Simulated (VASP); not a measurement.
# TiS2 (P-3m1) in VASP: notebook, part 2 of 2

VASP 6.6.1. The steps go on from the part before.

## (3) Single point, LDA

The input, INCAR:

```
SYSTEM = TiS2
  PREC = Accurate
  ENCUT = 500
  EDIFF = 1E-6
  ISMEAR = -1
  SIGMA = 0.1
  LREAL = .FALSE.
  LASPH = .TRUE.
  NELM = 120
  ALGO = Normal
  ISIF = 2
  LWAVE = .FALSE.
  LCHARG = .FALSE.
  GGA = CA
  NBANDS = 19
  GGA_COMPAT = .FALSE.
```

The input, KPOINTS:

```
Automatic mesh
0
G
  4 4 2
  0 0 0
```

The input, POSCAR:

```
TiS2
1.0
    3.4120000000      0.0000000000      0.0000000000
   -1.7060000000      2.9548786777      0.0000000000
    0.0000000000      0.0000000000      5.6950000000
Ti S
1 2
Direct
    0.0000000000      0.0000000000      0.0000000000
    0.3333330000      0.6666670000      0.2500000000
    0.6666670000      0.3333330000      0.7500000000
```

Potentials or basis: VASP PAW LDA potentials, release 64 (Ti_sv, S).

Started as:

```bash
> cat potpaw_LDA.64/Ti_sv/POTCAR potpaw_LDA.64/S/POTCAR > POTCAR
> mpirun -np 1 vasp_std > vasp.out
```

OUTCAR:

```text
SYSTEM = TiS2
   PREC = Accurate
   ENCUT = 500
   EDIFF = 1E-6
   ISMEAR = -1
   LREAL = .FALSE.
   LASPH = .TRUE.
   NELM = 120
   ISIF = 2
   GGA = CA

 ion  position               nearest neighbor table
   1  0.000  0.000  0.000-   2 2.43   3 2.43   2 2.43   3 2.43   3 2.43   2 2.43
   2  0.333  0.667  0.250-   1 2.43   1 2.43   1 2.43
   3  0.667  0.333  0.750-   1 2.43   1 2.43   1 2.43

  LATTYP: Found a hexagonal cell.
 ALAT       =     3.4120000000
 C/A-ratio  =     1.6691090270

  Lattice vectors:

 A1 = (   3.4120000000,   0.0000000000,   0.0000000000)
 A2 = (  -1.7060000000,   2.9548786777,   0.0000000000)
 A3 = (   0.0000000000,   0.0000000000,   5.6950000000)

Analysis of symmetry for initial positions (statically):
=====================================================================
 Subroutine PRICEL returns:
 Original cell was already a primitive cell.

 Routine SETGRP: Setting up the symmetry group for a
 hexagonal supercell.

 Subroutine GETGRP returns: Found 12 space group operations
 (whereof 12 operations were pure point group operations)
 out of a pool of 24 trial point group operations.

The static configuration has the point symmetry D_3d.

Analysis of symmetry for dynamics (positions and initial velocities):
=====================================================================
 Subroutine PRICEL returns:
 Original cell was already a primitive cell.

 Routine SETGRP: Setting up the symmetry group for a
 hexagonal supercell.

 Subroutine GETGRP returns: Found 12 space group operations
 (whereof 12 operations were pure point group operations)
 out of a pool of 24 trial point group operations.

The dynamic configuration has the point symmetry D_3d.

 Subroutine INISYM returns: Found 12 space group operations
 (whereof 12 operations are pure point group operations),
 and found     1 'primitive' translations

----------------------------------------------------------------------------------------

                                     Primitive cell

  volume of cell :      57.4173

  direct lattice vectors                    reciprocal lattice vectors
     3.412000000  0.000000000  0.000000000     0.293083236  0.169211685  0.000000000
    -1.706000000  2.954878678  0.000000000     0.000000000  0.338423370  0.000000000
     0.000000000  0.000000000  5.695000000     0.000000000  0.000000000  0.175592625

  length of vectors
     3.412000000  3.412000000  5.695000000     0.338423370  0.338423370  0.175592625

  position of ions in fractional coordinates (direct lattice)
     0.000000000  0.000000000  0.000000000
     0.333333000  0.666667000  0.250000000
     0.666667000  0.333333000  0.750000000

  ion indices of the primitive-cell ions
   primitive index   ion index
                 1           1
                 2           2
                 3           3

----------------------------------------------------------------------------------------

 KPOINTS: Automatic mesh

Automatic generation of k-mesh.
 Grid dimensions read from file:
 generate k-points for:    4    4    2

 Generating k-lattice:

  Cartesian coordinates                     Fractional coordinates (reciprocal lattice)
     0.073270809  0.042302921  0.000000000     0.250000000  0.000000000  0.000000000
     0.000000000  0.084605842  0.000000000     0.000000000  0.250000000  0.000000000
     0.000000000  0.000000000  0.087796313     0.000000000  0.000000000  0.500000000

  Length of vectors
     0.084605842  0.084605842  0.087796313

  Shift w.r.t. Gamma in fractional coordinates (k-lattice)
     0.000000000  0.000000000  0.000000000

 Subroutine IBZKPT returns following result:
 ===========================================

 Found      8 irreducible k-points:

 Following reciprocal coordinates:
            Coordinates               Weight
  0.000000  0.000000  0.000000      1.000000
  0.250000  0.000000  0.000000      6.000000
  0.500000  0.000000  0.000000      3.000000
  0.250000  0.250000  0.000000      6.000000
  0.000000  0.000000  0.500000      1.000000
  0.250000  0.000000  0.500000      6.000000
  0.500000  0.000000  0.500000      3.000000
  0.250000  0.250000  0.500000      6.000000
   k-points           NKPTS =      8   k-points in BZ     NKDIM =      8   number of bands    NBANDS=     19
   number of dos      NEDOS =    301   number of ions     NIONS =      3
   total plane-waves  NPLWV =  32928
   dimension x,y,z NGX =    28 NGY =   28 NGZ =   42
   dimension x,y,z NGXF=    56 NGYF=   56 NGZF=   84
   ions per type =               1   2
   NGX,Y,Z   is equivalent  to a cutoff of  13.64, 13.64, 12.26 a.u.
   NGXF,Y,Z  is equivalent  to a cutoff of  27.29, 27.29, 24.52 a.u.
 SYSTEM =  TiS2
   PREC   = accura    normal or accurate (medium, high low for compatibility)
   ISTART =      0    job   : 0-new  1-cont  2-samecut
   ICHARG =      2    charge: 1-file 2-atom 10-const
   ISPIN  =      1    spin polarized calculation?
   LNONCOLLINEAR =      F non collinear calculations
   LSORBIT =      F    spin-orbit coupling
   LASPH  =      T    aspherical Exc in radial PAW
   ENCUT  =  500.0 eV  36.75 Ry    6.06 a.u.   6.22  6.22 10.38*2*pi/ulx,y,z
   NELM   =    120;   NELMIN=  2; NELMDL= -5     # of ELM steps
   EDIFF  = 0.1E-05   stopping-criterion for ELM
   LREAL  =      F    real-space projection
   EDIFFG = 0.1E-04   stopping-criterion for IOM
   NSW    =      0    number of steps for IOM
   IBRION =     -1    ionic relax: 0-MD 1-quasi-New 2-CG
   NFREE  =      0    steps in history (QN), initial steepest desc. (CG)
   ISIF   =      2    stress and relaxation
   ISYM   =      2    0-nonsym 1-usesym 2-fastsym
   POTIM  = 0.5000    time-step for ionic-motion
   TEBEG  =    0.0;   TEEND  =   0.0 temperature during run
   PSTRESS=    0.0 pullay stress
   NELECT =      24.0000    total number of electrons
   NUPDOWN=      -1.0000    fix difference up-down
   EMIN   =  10.00;   EMAX   =-10.00  energy-range for DOS
   EFERMI =   0.00;   METHOD = LEGACY
   ISMEAR =    -1;   SIGMA  =   0.10  broadening in eV -4-tet -1-fermi 0-gaus
   EFERMI_NEDOS =   21; number of points for ismear=-14 and -15
   IALGO  =     38    algorithm
   IMIX   =      4    mixing-type and parameters
     AMIX     =   0.40;   BMIX     =  1.00
     AMIX_MAG =   1.60;   BMIX_MAG =  1.00
  volume/ion in A,a.u.               =      19.14       129.16
  Fermi-wavevector in a.u.,A,eV,Ry     =   1.224046  2.313112 20.385458  1.498289
  Thomas-Fermi vector in A             =   2.359135
   LORBIT       =      0    0 simple, 1 ext, 2 COOP (PROOUT), +10 PAW based schemes
   GGA     = CA    functional components
   LHFCALC =     F    Hartree Fock is set to
   AEXX    =    0.0000 exact exchange contribution
   IVDW    =     0    specifies the selected vdW correction
   LEPSILON=     F    determine dielectric tensor
   LRPA    =     F    only Hartree local field effects (RPA)
 non-spin polarized calculation
  energy-cutoff  :      500.00
  volume of cell :       57.42
 maximum number of plane-waves:      1472
 NGX is ok and might be reduce to    28
   NGX = 13   NGY = 13   NGZ = 21

 number of electron      23.9999999 magnetization

 Free energy of the ion-electron system (eV)
  ---------------------------------------------------
  ext. energy  EPLUGINS =         0.00000000
  ---------------------------------------------------
  free energy    TOTEN  =       -21.84395751 eV

  energy without entropy =      -21.79868951  energy(sigma->0) =      -21.82132351

 E-fermi :   5.2372     XC(G=0): -10.4415

 val. band max:        5.1723354498   @ k =   0.0000   0.0000   0.5000
 cond. band min:       5.2538633433   @ k =   0.0000   0.0000   0.0000
 fundamental gap:      0.0815278935
 Fermi energy:         5.2372456388

 k-point     1 :       0.0000    0.0000    0.0000
  band No.  band energies     occupation
      1     -51.6334      2.00000
      2     -28.2591      2.00000
      3     -28.2053      2.00000
      4     -28.2053      2.00000
      5      -8.4286      2.00000
      6      -6.7253      2.00000
[... 11 lines left out ...]
     18      11.2125      0.00000
     19      11.8711      0.00000
[... 133 lines left out ...]
 k-point     8 :       0.2500    0.2500    0.5000
  band No.  band energies     occupation
      1     -51.6206      2.00000
      2     -28.3136      2.00000
      3     -28.2620      2.00000
      4     -28.2324      2.00000
      5      -6.6902      2.00000
      6      -6.6567      2.00000
[... 11 lines left out ...]
     18      12.7848      0.00000
     19      12.9205      0.00000

------------------------ aborting loop because EDIFF is reached ----------------------------------------

  FORCE on cell =-STRESS in cart. coord.  units (eV):
  Direction    XX          YY          ZZ          XY          YZ          ZX
  --------------------------------------------------------------------------------------
  -------------------------------------------------------------------------------------
  Total       -2.3445120     -2.3445120     -1.7628089      0.0000000      0.0000000     -0.0000000
  in kB      -65.4215214    -65.4215214    -49.1896141      0.0000000      0.0000000     -0.0000000
  external PRESSURE =     -60.0108856 kB  Pullay stress =       0.0000000 kB

 VOLUME and BASIS-vectors are now :
 -----------------------------------------------------------------------------
  energy-cutoff  :      500.00
  volume of cell :       57.42
      direct lattice vectors                 reciprocal lattice vectors
     3.412000000  0.000000000  0.000000000     0.293083236  0.169211685  0.000000000
    -1.706000000  2.954878678  0.000000000     0.000000000  0.338423370  0.000000000
     0.000000000  0.000000000  5.695000000     0.000000000  0.000000000  0.175592625

 POSITION                                       TOTAL-FORCE (eV/Angst)
 -----------------------------------------------------------------------------------
      0.00000      0.00000      0.00000         0.000000      0.000000      0.000000
     -0.00000      1.96992      1.42375         0.000000     -0.000000     -0.337792
      1.70600      0.98496      4.27125        -0.000000      0.000000      0.337792
 -----------------------------------------------------------------------------------
    total drift:                               -0.000000      0.000000      0.000000

  FREE ENERGIE OF THE ION-ELECTRON SYSTEM (eV)
  ---------------------------------------------------
  free  energy   TOTEN  =       -21.8439575138 eV

  energy  without entropy=      -21.7986895088  energy(sigma->0) =      -21.82132351
```

OSZICAR:

```text
N       E                     dE             d eps       ncg     rms          rms(c)
DAV:   1     0.198047263539E+03    0.19805E+03   -0.11448E+04   304   0.122E+03
DAV:   2    -0.662691601634E+01   -0.20467E+03   -0.19900E+03   326   0.325E+02
DAV:   3    -0.248143491075E+02   -0.18187E+02   -0.17813E+02   404   0.954E+01
DAV:   4    -0.256479408899E+02   -0.83359E+00   -0.83243E+00   407   0.191E+01
DAV:   5    -0.256675190623E+02   -0.19578E-01   -0.19569E-01   458   0.278E+00    0.143E+01
DAV:   6    -0.232513297214E+02    0.24162E+01   -0.28520E+01   353   0.442E+01    0.115E+01
DAV:   7    -0.222334776293E+02    0.10179E+01   -0.20248E+01   381   0.310E+01    0.614E+00
DAV:   8    -0.219166505716E+02    0.31683E+00   -0.26903E+00   355   0.135E+01    0.278E+00
DAV:   9    -0.218432938169E+02    0.73357E-01   -0.41512E-01   383   0.516E+00    0.531E-01
DAV:  10    -0.218441385836E+02   -0.84477E-03   -0.12163E-02   351   0.824E-01    0.371E-01
DAV:  11    -0.218450851277E+02   -0.94654E-03   -0.34576E-03   378   0.318E-01    0.256E-01
DAV:  12    -0.218439472865E+02    0.11378E-02   -0.50059E-03   431   0.481E-01    0.655E-02
DAV:  13    -0.218439574839E+02   -0.10197E-04   -0.11440E-04   349   0.767E-02    0.244E-02
DAV:  14    -0.218439596926E+02   -0.22087E-05   -0.98532E-06   348   0.269E-02    0.157E-02
DAV:  15    -0.218439576171E+02    0.20756E-05   -0.75725E-06   360   0.157E-02    0.905E-03
DAV:  16    -0.218439575138E+02    0.10323E-06   -0.54305E-07   200   0.484E-03
   1 F= -.21843958E+02 E0= -.21821324E+02  d E =-.452680E-01
```

stdout:

```text
POSCAR found type information on POSCAR TiS
 POSCAR found :  2 types and       3 ions
 scaLAPACK will be used
 LDA part: xc-table for (Slater(with rela. corr.)+CA(PZ))
 , standard interpolation
 POSCAR, INCAR and KPOINTS ok, starting setup
 FFT: planning ... GRIDC
 FFT: planning ... GRID_SOFT
 FFT: planning ... GRID
 WAVECAR not read
 entering main loop
```

Run time: 27 s. Hardware: 1 thread of AMD EPYC 7R13, shared host; peak memory 0.12 GiB.

What came out:

```yaml
Free_energy: -21.8440 eV
Pressure: -6.0 GPa
Largest_force: 0.338 eV/Å
Band_gap_on_the_k_mesh: zero (band 12 reaches 5.35 eV, above the bottom of band 13 at 5.15 eV)
```

Forces on the atoms (eV/Å):
```
Ti   0.000  0.000  0.000
S    0.000  0.000 -0.338
S    0.000  0.000  0.338
```

Levels at points of the mesh, in eV from the Fermi level:
| k point | band 9 | band 10 | band 11 | band 12 | band 13 | band 14 | band 15 | band 16 |
| --- | --- | --- | --- | --- | --- | --- | --- | --- |
| (0.00, 0.00, 0.00) | -2.73 | 0.02 | 0.12 | 0.12 | 0.47 | 0.47 | 0.86 | 3.48 |
| (0.50, 0.00, 0.00) | -2.89 | -2.64 | -2.59 | -1.55 | 0.19 | 1.51 | 1.91 | 3.69 |
| (0.00, 0.00, 0.50) | -2.68 | -2.48 | -0.06 | -0.06 | 0.46 | 0.46 | 1.47 | 3.79 |
| (0.50, 0.00, 0.50) | -2.78 | -2.78 | -1.21 | -1.21 | -0.09 | 1.51 | 1.88 | 3.38 |

Caveat: the k points lie up to 0.55 Å⁻¹ apart.
